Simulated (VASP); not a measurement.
# Hg in VASP: a series of runs, part 2 of 3

VASP 6.6.1.

**3. Single point, PBE**

File INCAR:

```
ALGO = Normal
EDIFF = 1E-6
ENCUT = 500
GGA = PE
GGA_COMPAT = F
ISIF = 2
ISMEAR = -1
LASPH = T
LCHARG = F
LREAL = F
LWAVE = F
NBANDS = 12
NELM = 120
PREC = Accurate
SIGMA = 0.0143
```

File KPOINTS:

```
k-points
0
Gamma
  6 6 6
```

File POSCAR:

```
Hg
1.0
    0.0000000000      2.4508233858      2.4508233858
    2.4508233858      0.0000000000      2.4508233858
    2.4508233858      2.4508233858      0.0000000000
Hg
1
Direct
    0.0000000000      0.0000000000      0.0000000000
```

Potentials or basis: VASP PAW PBE potentials, release 64 (Hg).

Launch:

```
$ cat potpaw_PBE.64/Hg/POTCAR > POTCAR
$ mpirun -np 1 vasp_std > vasp.out
```

OUTCAR:

```text
EDIFF = 1E-6
   ENCUT = 500
   GGA = PE
   ISIF = 2
   ISMEAR = -1
   LASPH = T
   LREAL = F
   NELM = 120
   PREC = Accurate

 ion  position               nearest neighbor table
   1  0.000  0.000  0.000-

  LATTYP: Found a face centered cubic cell.
 ALAT       =     4.9016467716

  Lattice vectors:

 A1 = (   0.0000000000,   2.4508233858,   2.4508233858)
 A2 = (   2.4508233858,   0.0000000000,   2.4508233858)
 A3 = (   2.4508233858,   2.4508233858,   0.0000000000)

Analysis of symmetry for initial positions (statically):
=====================================================================
 Subroutine PRICEL returns:
 Original cell was already a primitive cell.

 Routine SETGRP: Setting up the symmetry group for a
 face centered cubic supercell.

 Subroutine GETGRP returns: Found 48 space group operations
 (whereof 48 operations were pure point group operations)
 out of a pool of 48 trial point group operations.

The static configuration has the point symmetry O_h .

Analysis of symmetry for dynamics (positions and initial velocities):
=====================================================================
 Subroutine PRICEL returns:
 Original cell was already a primitive cell.

 Routine SETGRP: Setting up the symmetry group for a
 face centered cubic supercell.

 Subroutine GETGRP returns: Found 48 space group operations
 (whereof 48 operations were pure point group operations)
 out of a pool of 48 trial point group operations.

The dynamic configuration has the point symmetry O_h .

 Subroutine INISYM returns: Found 48 space group operations
 (whereof 48 operations are pure point group operations),
 and found     1 'primitive' translations

----------------------------------------------------------------------------------------

                                     Primitive cell

  volume of cell :      29.4419

  direct lattice vectors                    reciprocal lattice vectors
     0.000000000  2.450823386  2.450823386    -0.204013069  0.204013069  0.204013069
     2.450823386  0.000000000  2.450823386     0.204013069 -0.204013069  0.204013069
     2.450823386  2.450823386  0.000000000     0.204013069  0.204013069 -0.204013069

  length of vectors
     3.465987671  3.465987671  3.465987671     0.353361001  0.353361001  0.353361001

  position of ions in fractional coordinates (direct lattice)
     0.000000000  0.000000000  0.000000000

  ion indices of the primitive-cell ions
   primitive index   ion index
                 1           1

----------------------------------------------------------------------------------------

 KPOINTS: k-points

Automatic generation of k-mesh.
 Grid dimensions read from file:
 generate k-points for:    6    6    6

 Generating k-lattice:

  Cartesian coordinates                     Fractional coordinates (reciprocal lattice)
    -0.034002178  0.034002178  0.034002178     0.166666667  0.000000000  0.000000000
     0.034002178 -0.034002178  0.034002178     0.000000000  0.166666667  0.000000000
     0.034002178  0.034002178 -0.034002178     0.000000000  0.000000000  0.166666667

  Length of vectors
     0.058893500  0.058893500  0.058893500

  Shift w.r.t. Gamma in fractional coordinates (k-lattice)
     0.000000000  0.000000000  0.000000000

 Subroutine IBZKPT returns following result:
 ===========================================

 Found     16 irreducible k-points:

 Following reciprocal coordinates:
            Coordinates               Weight
  0.000000  0.000000  0.000000      1.000000
  0.166667  0.000000  0.000000      8.000000
  0.333333  0.000000  0.000000      8.000000
  0.500000  0.000000  0.000000      4.000000
  0.166667  0.166667  0.000000      6.000000
  0.333333  0.166667  0.000000     24.000000
[... 8 lines left out ...]
 -0.333333  0.333333  0.166667     24.000000
 -0.333333  0.500000  0.166667     12.000000
   k-points           NKPTS =     16   k-points in BZ     NKDIM =     16   number of bands    NBANDS=     12
   number of dos      NEDOS =    301   number of ions     NIONS =      1
   total plane-waves  NPLWV =  21952
   dimension x,y,z NGX =    28 NGY =   28 NGZ =   28
   dimension x,y,z NGXF=    56 NGYF=   56 NGZF=   56
   ions per type =               1
   NGX,Y,Z   is equivalent  to a cutoff of  13.43, 13.43, 13.43 a.u.
   NGXF,Y,Z  is equivalent  to a cutoff of  26.86, 26.86, 26.86 a.u.
 SYSTEM =  unknown system
   PREC   = accura    normal or accurate (medium, high low for compatibility)
   ISTART =      0    job   : 0-new  1-cont  2-samecut
   ICHARG =      2    charge: 1-file 2-atom 10-const
   ISPIN  =      1    spin polarized calculation?
   LNONCOLLINEAR =      F non collinear calculations
   LSORBIT =      F    spin-orbit coupling
   LASPH  =      T    aspherical Exc in radial PAW
   ENCUT  =  500.0 eV  36.75 Ry    6.06 a.u.   6.32  6.32  6.32*2*pi/ulx,y,z
   NELM   =    120;   NELMIN=  2; NELMDL= -5     # of ELM steps
   EDIFF  = 0.1E-05   stopping-criterion for ELM
   LREAL  =      F    real-space projection
[... 7 lines left out ...]
   TEBEG  =    0.0;   TEEND  =   0.0 temperature during run
   PSTRESS=    0.0 pullay stress
   NELECT =      12.0000    total number of electrons
   NUPDOWN=      -1.0000    fix difference up-down
   EMIN   =  10.00;   EMAX   =-10.00  energy-range for DOS
   EFERMI =   0.00;   METHOD = LEGACY
   ISMEAR =    -1;   SIGMA  =   0.01  broadening in eV -4-tet -1-fermi 0-gaus
   EFERMI_NEDOS =   21; number of points for ismear=-14 and -15
   IALGO  =     38    algorithm
   IMIX   =      4    mixing-type and parameters
     AMIX     =   0.40;   BMIX     =  1.00
     AMIX_MAG =   1.60;   BMIX_MAG =  1.00
  volume/ion in A,a.u.               =      29.44       198.68
  Fermi-wavevector in a.u.,A,eV,Ry     =   1.213798  2.293746 20.045553  1.473307
  Thomas-Fermi vector in A             =   2.349239
   LORBIT       =      0    0 simple, 1 ext, 2 COOP (PROOUT), +10 PAW based schemes
   GGA     = PE    functional components
   LHFCALC =     F    Hartree Fock is set to
   AEXX    =    0.0000 exact exchange contribution
   IVDW    =     0    specifies the selected vdW correction
   LEPSILON=     F    determine dielectric tensor
   LRPA    =     F    only Hartree local field effects (RPA)
 non-spin polarized calculation
  energy-cutoff  :      500.00
  volume of cell :       29.44
 maximum number of plane-waves:       757
 NGX is ok and might be reduce to    28
   NGX = 13   NGY = 13   NGZ = 13

 number of electron      12.0000001 magnetization

 Free energy of the ion-electron system (eV)
  ---------------------------------------------------
  ext. energy  EPLUGINS =         0.00000000
  ---------------------------------------------------
  free energy    TOTEN  =        -0.17099902 eV

  energy without entropy =       -0.16995259  energy(sigma->0) =       -0.17047581

 E-fermi :   0.8457     XC(G=0):  -9.6654

 val. band max:        0.8250593743   @ k =  -0.3333   0.5000   0.1667
 cond. band min:       0.8496837064   @ k =   0.5000   0.5000   0.0000
 fundamental gap:      0.0246243321
 Fermi energy:         0.8456990435

 k-point     1 :       0.0000    0.0000    0.0000
  band No.  band energies     occupation
      1      -6.2184      2.00000
      2      -5.2120      2.00000
      3      -5.2120      2.00000
      4      -5.2120      2.00000
      5      -4.8145      2.00000
      6      -4.8145      2.00000
      7      13.9686      0.00000
      8      13.9686      0.00000
      9      13.9686      0.00000
     10      14.2623      0.00000
     11      17.7558      0.00000
     12      18.6630      0.00000

 k-point     2 :       0.1667    0.0000    0.0000
  band No.  band energies     occupation
      1      -5.7350      2.00000
      2      -5.1406      2.00000
      3      -5.1367      2.00000
      4      -5.1367      2.00000
      5      -4.8132      2.00000
      6      -4.8132      2.00000
      7       9.5586      0.00000
      8      13.4417      0.00000
      9      13.4417      0.00000
     10      14.2660      0.00000
     11      17.5969      0.00000
     12      18.7984      0.00000
[... 196 lines left out ...]
 k-point    16 :      -0.3333    0.5000    0.1667
  band No.  band energies     occupation
      1      -5.5017      2.00000
      2      -5.4965      2.00000
      3      -4.8356      2.00000
      4      -4.6757      2.00000
      5      -4.3811      2.00000
      6       0.8251      1.61794
      7       2.8085      0.00000
      8       5.4896      0.00000
      9       6.1298      0.00000
     10      14.7301      0.00000
     11      15.4391      0.00000
     12      20.4121      0.00000

------------------------ aborting loop because EDIFF is reached ----------------------------------------

  FORCE on cell =-STRESS in cart. coord.  units (eV):
  Direction    XX          YY          ZZ          XY          YZ          ZX
  --------------------------------------------------------------------------------------
  -------------------------------------------------------------------------------------
  Total        0.0130196      0.0130196      0.0130196     -0.0000000     -0.0000000      0.0000000
  in kB        0.7085015      0.7085015      0.7085015     -0.0000000     -0.0000000      0.0000000
  external PRESSURE =       0.7085015 kB  Pullay stress =       0.0000000 kB

 VOLUME and BASIS-vectors are now :
 -----------------------------------------------------------------------------
  energy-cutoff  :      500.00
  volume of cell :       29.44
      direct lattice vectors                 reciprocal lattice vectors
     0.000000000  2.450823386  2.450823386    -0.204013069  0.204013069  0.204013069
     2.450823386  0.000000000  2.450823386     0.204013069 -0.204013069  0.204013069
     2.450823386  2.450823386  0.000000000     0.204013069  0.204013069 -0.204013069

 POSITION                                       TOTAL-FORCE (eV/Angst)
 -----------------------------------------------------------------------------------
      0.00000      0.00000      0.00000         0.000000      0.000000      0.000000
 -----------------------------------------------------------------------------------
    total drift:                               -0.000000     -0.000000     -0.000000

  FREE ENERGIE OF THE ION-ELECTRON SYSTEM (eV)
  ---------------------------------------------------
  free  energy   TOTEN  =        -0.1709990248 eV

  energy  without entropy=       -0.1699525885  energy(sigma->0) =       -0.17047581
```

stdout:

```text
POSCAR found type information on POSCAR Hg
 POSCAR found :  1 types and       1 ions
 scaLAPACK will be used
 LDA part: xc-table for (Slater+PW92), standard interpolation
 POSCAR, INCAR and KPOINTS ok, starting setup
 FFT: planning ... GRIDC
 FFT: planning ... GRID_SOFT
 FFT: planning ... GRID
 WAVECAR not read
 entering main loop
```

Wall time 14 s (1 thread of Intel Xeon 8259CL, shared host); peak memory 0.15 GiB.

What came out:

```
Free energy            : -0.1710 eV
Pressure               : 0.1 GPa
Band gap on the k mesh : zero (bands 6 and 7 overlap by 0.37 eV)
```

Caveat: the k points lie up to 0.37 Å⁻¹ apart; spin-orbit coupling is left out, which moves the levels of the heavy elements.

(Continued in part 3 of 3.)

The gap in the log of VASP goes by the Fermi energy; the results here count the filled bands.